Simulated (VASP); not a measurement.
A run of VASP 6.6.1:

POSCAR

```
Y2H2C
1.0
    3.6656563390      0.0000000000      0.0000000000
   -1.8328281695      3.1745515112      0.0000000000
    0.0000000000      0.0000000000      6.0037894296
Y H C
2 2 1
Direct
    0.3333333333      0.6666666667      0.2246221155
    0.6666666667      0.3333333333      0.7753778845
    0.3333333333      0.6666666667      0.6103414013
    0.6666666667      0.3333333333      0.3896585987
    0.0000000000      0.0000000000      0.0000000000
```

Contents of INCAR.step1:

```
SYSTEM = Y2H2C
PREC = Accurate
ENCUT = 520
ISMEAR = -1
SIGMA = 0.1
LREAL = .FALSE.
LASPH = .TRUE.
NELM = 60
NBANDS = 22
GGA = PE
ALGO = Normal
EDIFF = 1E-4
LWAVE = .TRUE.
LCHARG = .FALSE.
```

The input INCAR.step2:

```
SYSTEM = Y2H2C
PREC = Accurate
ENCUT = 520
EDIFF = 1E-7
ISMEAR = -1
SIGMA = 0.1
LREAL = .FALSE.
LASPH = .TRUE.
NELM = 60
ALGO = Normal
ISIF = 2
LWAVE = .FALSE.
LCHARG = .FALSE.
METAGGA = R2SCAN
LMIXTAU = .TRUE.
NBANDS = 22
ISTART = 1
```

File KPOINTS:

```
Automatic mesh
0
G
  10 10 5
  0 0 0
```

Potentials or basis: VASP PAW PBE potentials, release 64 (Y_sv, H, C).

Run with:

```bash
$ cat potpaw_PBE.64/Y_sv/POTCAR potpaw_PBE.64/H/POTCAR potpaw_PBE.64/C/POTCAR > POTCAR
$ cp INCAR.step1 INCAR
$ mpirun -np 1 vasp_std > vasp.out
$ cp INCAR.step2 INCAR
$ mpirun -np 1 vasp_std > vasp.out
```

Hardware: 1 thread of Oxide Virtual Turin-like Processor, on a shared host.

Question: How long does it take, and how much memory?

Answer: It took 8.7 min on 1 thread of Oxide Virtual Turin-like Processor, on a shared host, peak memory 0.24 GiB. Counts: k points 58.
